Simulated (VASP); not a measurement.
Write the native input for VASP 6.6.1 that does the following.

```yaml
Task: single point
Functional: PBEsol
Potentials_or_basis: VASP PAW PBE potentials, release 64 (Sn_d)
Cutoff: 520 eV
k_mesh: 12 × 12 × 12
Occupations: gaussian, width 0.15 eV
Spin: no spin polarisation
Dipole_correction: no
Further_INCAR_settings: ALGO = Fast; EDIFF = 1e-07; NBANDS = 21
```

The structure of Sn lies in POSCAR:

```
Sn
1.0
    0.0000000000      3.1157760000      3.2456000000
    3.1157760000      0.0000000000      3.2456000000
    3.1157760000      3.1157760000      0.0000000000
Sn
2
Direct
    0.5000000000      0.5000000000      0.5000000000
    0.7500000000      0.7500000000      0.7500000000
```

This cell differs from its parent crystal: strain -0.040 along x and y, +0.000 along z.

The input as run:

INCAR

```
SYSTEM = Sn
  PREC = Accurate
  ENCUT = 520
  EDIFF = 1E-7
  ISMEAR = 0
  SIGMA = 0.15
  LREAL = .False.
  LASPH = .True.
  NELM = 80
  ALGO = Fast
  ISIF = 2
  LWAVE = .False.
  LCHARG = .True.
  GGA = PS
  LELF = .True.
  LVHAR = .True.
  NBANDS = 21
```

KPOINTS

```
regular mesh
0
Gamma
  12 12 12
  0 0 0
```

Potentials or basis: VASP PAW PBE potentials, release 64 (Sn_d).

The run is started by

```console
$ cat potpaw_PBE.64/Sn_d/POTCAR > POTCAR
$ mpirun -np 1 vasp_std > vasp.out
```

It gave:

| Property | Result |
| --- | --- |
| Pressure | 5.5 GPa |
| Band gap on the k mesh | zero (band 14 reaches 6.57 eV, above the bottom of band 15 at 6.47 eV) |

Caveat: the cell differs from its parent crystal (strain -0.040 along x and y, +0.000 along z); the PAW data sets were made with another functional, which shifts forces and pressure a little; spin-orbit coupling is left out, which moves the levels of the heavy elements.

Wall time 110 s on 1 thread of Intel(R) Xeon(R) 6975P-C (Granite Rapids) (shared host), peak memory 0.32 GiB.
